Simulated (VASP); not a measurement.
# Ga3PN2 (P3m1) in VASP: relaxation of cell and atoms with PBE

Aim: the relaxation of cell and atoms of Ga3PN2 with PBE.

Program: VASP 6.6.1. These are calculated values, not measurements. Logs are shortened: lines on timing, memory, paths and dates and some standing lists are left out, and cuts for length are marked.

### 1 The cell of the first run

Symmetry: P3m1, No. 156, trigonal system. Conventional cell: a = 3.209 Å, b = 3.209 Å, c = 7.859 Å, α = 90.00°, β = 90.00°, γ = 120.00°. N (site symmetry 3m) has 4 Ga at 1.96 Å within 2.6 Å. Within 2.6 Å of N (site symmetry 3m) lie 4 Ga at 1.96 Å. P (site symmetry 3m) has 4 Ga at 1.96 Å within 2.6 Å. Ga (site symmetry 3m) has 4 N at 1.96 Å within 2.6 Å. Ga (site symmetry 3m) has 1 P at 1.96 Å and 3 N at 1.96 Å within 2.6 Å. Ga (site symmetry 3m) has 3 P at 1.96 Å and 1 N at 1.96 Å within 2.6 Å.

### 2 Relaxation of cell and atoms, PBE

The input, INCAR:

```
PREC     = Accurate       # precision mode
ENCUT    = 600            # plane-wave cutoff, eV
EDIFF    = 1E-6           # SCF threshold, eV
ISMEAR   = -1             # smearing method
SIGMA    = 0.02           # smearing width, eV
LREAL    = F              # projectors in reciprocal space
LASPH    = T              # aspherical terms in the spheres
NELM     = 80             # most SCF steps
ALGO     = Normal         # electronic algorithm
ISIF     = 3              # what is computed and relaxed
LWAVE    = F              # write WAVECAR
LCHARG   = F              # write CHGCAR
GGA      = PE             # functional
IBRION   = 2              # ionic algorithm
NSW      = 80             # ionic steps
EDIFFG   = -0.005         # ionic threshold
```

The input, KPOINTS:

```
Automatic mesh
0
Gamma
  12 12 4
```

The input, POSCAR:

```
Ga3PN2
1.0
    3.2085049644      0.0000000000      0.0000000000
   -1.6042524822      2.7786468074      0.0000000000
    0.0000000000      0.0000000000      7.8592000000
N P Ga
2 1 3
Direct
    0.0000000000      0.0000000000      0.0000000000
    0.3333333333      0.6666666667      0.3333333333
    0.6666666667      0.3333333333      0.6666666667
    0.3333333333      0.6666666667      0.0833333333
    0.6666666667      0.3333333333      0.4166666667
    0.0000000000      0.0000000000      0.7500000000
```

Potentials or basis: VASP PAW PBE potentials, release 64 (N, P, Ga_d).

Started as:

```bash
$ cat potpaw_PBE.64/N/POTCAR potpaw_PBE.64/P/POTCAR potpaw_PBE.64/Ga_d/POTCAR > POTCAR
$ mpirun -np 1 vasp_std > vasp.out
```

OUTCAR:

```text
PREC = Accurate
   ENCUT = 600
   EDIFF = 1E-6
   ISMEAR = -1
   LREAL = F
   LASPH = T
   NELM = 80
   ISIF = 3
   GGA = PE
   IBRION = 2
   NSW = 80
   EDIFFG = -0.005

 ion  position               nearest neighbor table
   1  0.000  0.000  0.000-   4 1.96   6 1.96   4 1.96   4 1.96
   2  0.333  0.667  0.333-   4 1.96   5 1.96   5 1.96   5 1.96
   3  0.667  0.333  0.667-   6 1.96   5 1.96   6 1.96   6 1.96
   4  0.333  0.667  0.083-   1 1.96   2 1.96   1 1.96   1 1.96
   5  0.667  0.333  0.417-   3 1.96   2 1.96   2 1.96   2 1.96
   6  0.000  0.000  0.750-   3 1.96   1 1.96   3 1.96   3 1.96

  LATTYP: Found a hexagonal cell.
 ALAT       =     3.2085049644
 C/A-ratio  =     2.4494897428

  Lattice vectors:

 A1 = (   3.2085049644,   0.0000000000,   0.0000000000)
 A2 = (  -1.6042524822,   2.7786468074,   0.0000000000)
 A3 = (   0.0000000000,   0.0000000000,   7.8592000000)

Analysis of symmetry for initial positions (statically):
=====================================================================
 Subroutine PRICEL returns:
 Original cell was already a primitive cell.

 Routine SETGRP: Setting up the symmetry group for a
 hexagonal supercell.

 Subroutine GETGRP returns: Found  6 space group operations
 (whereof  6 operations were pure point group operations)
 out of a pool of 24 trial point group operations.

The static configuration has the point symmetry C_3v.

Analysis of symmetry for dynamics (positions and initial velocities):
=====================================================================
 Subroutine PRICEL returns:
 Original cell was already a primitive cell.

 Routine SETGRP: Setting up the symmetry group for a
 hexagonal supercell.

 Subroutine GETGRP returns: Found  6 space group operations
 (whereof  6 operations were pure point group operations)
 out of a pool of 24 trial point group operations.

The dynamic configuration has the point symmetry C_3v.

 Subroutine INISYM returns: Found  6 space group operations
 (whereof  6 operations are pure point group operations),
 and found     1 'primitive' translations

----------------------------------------------------------------------------------------

                                     Primitive cell

  volume of cell :      70.0671

  direct lattice vectors                    reciprocal lattice vectors
     3.208504964  0.000000000  0.000000000     0.311671639  0.179943704  0.000000000
    -1.604252482  2.778646807  0.000000000     0.000000000  0.359887409  0.000000000
     0.000000000  0.000000000  7.859200000     0.000000000  0.000000000  0.127239414

  length of vectors
     3.208504964  3.208504964  7.859200000     0.359887409  0.359887409  0.127239414
[... 111 lines left out ...]
  Fermi-wavevector in a.u.,A,eV,Ry     =   1.500956  2.836395 30.652141  2.252869
  Thomas-Fermi vector in A             =   2.612389
   LORBIT       =      0    0 simple, 1 ext, 2 COOP (PROOUT), +10 PAW based schemes
   GGA     = PE    functional components
   LHFCALC =     F    Hartree Fock is set to
   AEXX    =    0.0000 exact exchange contribution
   IVDW    =     0    specifies the selected vdW correction
   LEPSILON=     F    determine dielectric tensor
   LRPA    =     F    only Hartree local field effects (RPA)
 conjugate gradient relaxation of ions
 non-spin polarized calculation
  energy-cutoff  :      600.00
  volume of cell :       70.07
 maximum number of plane-waves:      2360
 NGX is ok and might be reduce to    28
   NGX = 13   NGY = 13   NGZ = 31

--------------------------------------- Ionic step        1  -------------------------------------------

 number of electron      53.9999998 magnetization

 Free energy of the ion-electron system (eV)
  ---------------------------------------------------
  ext. energy  EPLUGINS =         0.00000000
  ---------------------------------------------------
  free energy    TOTEN  =       -28.18055955 eV

  energy without entropy =      -28.18055955  energy(sigma->0) =      -28.18055955

------------------------ aborting loop because EDIFF is reached ----------------------------------------

  FORCE on cell =-STRESS in cart. coord.  units (eV):
  Direction    XX          YY          ZZ          XY          YZ          ZX
  --------------------------------------------------------------------------------------
  -------------------------------------------------------------------------------------
  Total       22.9771947     22.9771947     22.1980391     -0.0000000      0.0000000      0.0000000
  in kB      525.4037682    525.4037682    507.5873517     -0.0000000      0.0000000      0.0000000
  external PRESSURE =     519.4649627 kB  Pullay stress =       0.0000000 kB
[... 27 lines left out ...]
--------------------------------------- Ionic step        2  -------------------------------------------

 number of electron      54.0000019 magnetization

 E-fermi :   3.1411     XC(G=0):  -9.4704

 val. band max:        3.1367467460   @ k =   0.1667   0.0000   0.5000
 cond. band min:       3.1422670490   @ k =   0.0000   0.1667   0.2500
 fundamental gap:      0.0055203030
 Fermi energy:         3.1410995577

 k-point     1 :       0.0000    0.0000    0.0000
  band No.  band energies     occupation
      1     -12.1759      2.00000
      2     -11.9792      2.00000
      3     -11.8759      2.00000
      4     -11.8759      2.00000
      5     -11.8506      2.00000
      6     -11.8506      2.00000
[... 904 lines left out ...]
  FREE ENERGIE OF THE ION-ELECTRON SYSTEM (eV)
  ---------------------------------------------------
  free  energy   TOTEN  =       -31.7564390739 eV

  energy  without entropy=      -31.7561320345  energy(sigma->0) =      -31.75628555

[... ionic steps 4 to 20 ...]

--------------------------------------- Ionic step       21  -------------------------------------------

 number of electron      54.0000006 magnetization

------------------------ aborting loop because EDIFF is reached ----------------------------------------
[... 75 lines left out ...]
--------------------------------------- Ionic step       23  -------------------------------------------

 number of electron      54.0000006 magnetization

 Free energy of the ion-electron system (eV)
  ---------------------------------------------------
  ext. energy  EPLUGINS =         0.00000000
  ---------------------------------------------------
  free energy    TOTEN  =       -32.05035724 eV

  energy without entropy =      -32.04903784  energy(sigma->0) =      -32.04969754

 E-fermi :   6.3332     XC(G=0): -10.8109

 val. band max:        6.3284550324   @ k =   0.0833  -0.0000   0.2500
 cond. band min:       6.3338206051   @ k =   0.0833  -0.0000   0.5000
 fundamental gap:      0.0053655727
 Fermi energy:         6.3332293397

 k-point     1 :       0.0000    0.0000    0.0000
  band No.  band energies     occupation
      1     -10.5581      2.00000
      2     -10.3240      2.00000
      3      -9.3307      2.00000
      4      -9.3235      2.00000
      5      -9.3235      2.00000
      6      -9.2195      2.00000
[... 864 lines left out ...]
  FREE ENERGIE OF THE ION-ELECTRON SYSTEM (eV)
  ---------------------------------------------------
  free  energy   TOTEN  =       -32.0503572379 eV

  energy  without entropy=      -32.0490378351  energy(sigma->0) =      -32.04969754

 reached required accuracy - stopping structural energy minimisation
```

OSZICAR:

```text
N       E                     dE             d eps       ncg     rms          rms(c)
DAV:   1     0.512785045118E+03    0.51279E+03   -0.28541E+04  4608   0.339E+03
DAV:   2     0.487533172947E+02   -0.46403E+03   -0.45152E+03  4648   0.686E+02
[... 185 lines left out ...]
DAV:   1    -0.320503596684E+02   -0.23226E-05   -0.19421E-04  6096   0.146E-01    0.128E-02
DAV:   2    -0.320503575334E+02    0.21350E-05   -0.18205E-05  5960   0.638E-02    0.558E-03
DAV:   3    -0.320503569664E+02    0.56699E-06   -0.18081E-06  2656   0.198E-02
  22 F= -.32050357E+02 E0= -.32049698E+02  d E =-.630219E-06
       N       E                     dE             d eps       ncg     rms          rms(c)
DAV:   1    -0.320503580149E+02   -0.48151E-06   -0.61150E-05  6176   0.804E-02    0.733E-03
DAV:   2    -0.320503572379E+02    0.77704E-06   -0.54825E-06  3528   0.356E-02
  23 F= -.32050357E+02 E0= -.32049698E+02  d E =-.901678E-06
```

It took 24 min on 1 thread of AMD EPYC 9R45 (Zen 5), shared host; peak memory 0.3 GiB.

What came out:

| Quantity | Value |
| --- | --- |
| Free energy | -32.0504 eV |
| Relaxed volume | 14.56 Å³/atom |
| Relaxed cell | a = 3.432 Å, b = 3.432 Å, c = 8.562 Å, α = 90.00°, β = 90.00°, γ = 120.00° |
| Space group after relaxing (to 0.05 Å) | P3m1 (No. 156) |
| Energy gained by relaxing | 645.0 meV/atom |
| Ionic steps | 23 |
| Pressure after relaxing | 0.0 GPa |
| Band gap on the k mesh | zero (band 27 reaches 6.54 eV, above the bottom of band 28 at 6.33 eV) |

Forces on the atoms (eV/Å):
```
N    0.000  0.000 -0.001
N    0.000  0.000  0.000
P    0.000  0.000  0.002
Ga   0.000  0.000 -0.003
Ga   0.000  0.000  0.001
Ga   0.000  0.000  0.001
```

Step by step:
| step | energy change (eV) | largest force (eV/Å) | pressure (GPa) | volume (Å³) |
| --- | --- | --- | --- | --- |
| 1 | 0.0000 | 6.8998 | 51.95 | 70.07 |
| 2 | -1.5671 | 1.6192 | -17.31 | 115.90 |
| 3 | -3.5759 | 1.3785 | -3.16 | 91.04 |
| 4 | -3.5830 | 1.3594 | -2.13 | 90.19 |
| 5 | -3.5839 | 1.3480 | -1.46 | 89.68 |
| 6 | -3.7704 | 0.7819 | -1.35 | 88.82 |
| 7 | -3.8175 | 0.8936 | -0.97 | 88.14 |
| 8 | -3.8605 | 0.3738 | 1.13 | 86.55 |
| 9 | -3.8638 | 0.2670 | 0.59 | 86.89 |
| 10 | -3.8696 | 0.0634 | -0.22 | 87.46 |
| 11 | -3.8697 | 0.0374 | -0.09 | 87.40 |
| 12 | -3.8697 | 0.0413 | -0.16 | 87.41 |
| 13 | -3.8697 | 0.0308 | 0.14 | 87.28 |
| 14 | -3.8698 | 0.0265 | -0.02 | 87.32 |
| 15 | -3.8698 | 0.0246 | -0.01 | 87.31 |
| 16 | -3.8698 | 0.0100 | 0.07 | 87.29 |
| 17 | -3.8698 | 0.0102 | 0.05 | 87.29 |
| 18 | -3.8698 | 0.0088 | -0.08 | 87.33 |
| 19 | -3.8698 | 0.0061 | 0.02 | 87.31 |
| 20 | -3.8698 | 0.0086 | 0.01 | 87.32 |
| 21 | -3.8698 | 0.0032 | -0.06 | 87.33 |
| 22 | -3.8698 | 0.0069 | 0.04 | 87.33 |
| 23 | -3.8698 | 0.0029 | -0.01 | 87.33 |

Final structure:
```xyz
6
Lattice="3.4319 0.0000 0.0000 -1.7159 2.9721 0.0000 0.0000 0.0000 8.5621" Properties=species:S:1:pos:R:3 pbc="T T T"
N     0.0000    0.0000    0.1385
N     0.0000    1.9814    2.7019
P     1.7159    0.9907    5.6683
Ga    0.0000    1.9814    0.7269
Ga    1.7159    0.9907    3.2952
Ga    0.0000    0.0000    6.7338
```

Caveat: the volume moved by over 15 % at a fixed basis, so the end points are rough.
